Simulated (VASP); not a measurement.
Wanted: the native input for a VASP 6.6.1 run.

| Item | Value |
| --- | --- |
| Task | relaxation of cell and atoms |
| Functional | r2SCAN |
| Potentials or basis | VASP PAW PBE potentials, release 64 (Sb, In_d) |
| Cutoff | 600 eV |
| k mesh | 6 × 6 × 6 |
| Occupations | fermi-dirac, width 0.05 eV |
| Spin | no spin polarisation |
| Dipole correction | no |
| Further INCAR settings | ALGO = Normal; EDIFF = 1e-06; IBRION = 2; EDIFFG = -0.01; NSW = 60; ISIF = 3 |

InSb3:

```xyz
4
Lattice="4.8064 0.0000 0.0000 0.0000 4.8064 0.0000 0.0000 0.0000 4.8064" Properties=species:S:1:pos:R:3 pbc="T T T"
Sb    2.4032    2.4032    0.0000
Sb    0.0000    2.4032    2.4032
Sb    2.4032    0.0000    2.4032
In    0.0000    0.0000    0.0000
```

These files were run (other wordings do the same):

POSCAR

```
InSb3
1.0
    4.8063670000      0.0000000000      0.0000000000
    0.0000000000      4.8063670000      0.0000000000
    0.0000000000      0.0000000000      4.8063670000
Sb In
3 1
Direct
    0.5000000000      0.5000000000      0.0000000000
    0.0000000000      0.5000000000      0.5000000000
    0.5000000000      0.0000000000      0.5000000000
    0.0000000000      0.0000000000      0.0000000000
```

INCAR.step1

```
SYSTEM = InSb3
  PREC = Accurate
  ENCUT = 600
  ISMEAR = -1
  SIGMA = 0.05
  LREAL = .FALSE.
  LASPH = .TRUE.
  NELM = 100
  GGA = PE
  ALGO = Normal
  EDIFF = 1E-4
  LWAVE = .TRUE.
  LCHARG = .FALSE.
```

INCAR.step2

```
SYSTEM = InSb3
  PREC = Accurate
  ENCUT = 600
  EDIFF = 1E-6
  ISMEAR = -1
  SIGMA = 0.05
  LREAL = .FALSE.
  LASPH = .TRUE.
  NELM = 100
  ALGO = Normal
  ISIF = 3
  LWAVE = .FALSE.
  LCHARG = .FALSE.
  METAGGA = R2SCAN
  LMIXTAU = .TRUE.
  IBRION = 2
  NSW = 60
  EDIFFG = -0.01
  ISTART = 1
```

KPOINTS

```
regular mesh
0
G
  6 6 6
  0 0 0
```

Potentials or basis: VASP PAW PBE potentials, release 64 (Sb, In_d).

The run is started by

```sh
$ cat potpaw_PBE.64/Sb/POTCAR potpaw_PBE.64/In_d/POTCAR > POTCAR
$ cp INCAR.step1 INCAR
$ mpirun -np 1 vasp_std > vasp.out
$ cp INCAR.step2 INCAR
$ mpirun -np 1 vasp_std > vasp.out
```

It gave:

```yaml
Relaxed_volume: 27.44 Å³/atom
Relaxed_cell: a = 4.788 Å, b = 4.788 Å, c = 4.788 Å, α = 90.00°, β = 90.00°, γ = 90.00°
Space_group_after_relaxing_to_0.1_Å: Pm-3m (No. 221)
Energy_gained_by_relaxing: 0.6 meV/atom
Ionic_steps: 3
Pressure_after_relaxing: 0.0 GPa
Band_gap_on_the_k_mesh: zero (bands 14 and 15 overlap by 5.02 eV)
```

Caveat: the PAW data sets were made with another functional, which shifts forces and pressure a little; spin-orbit coupling is left out, which moves the levels of the heavy elements.

Run time: 18 min on 1 thread of AMD EPYC 7571, on a shared host, peak memory 0.26 GiB.
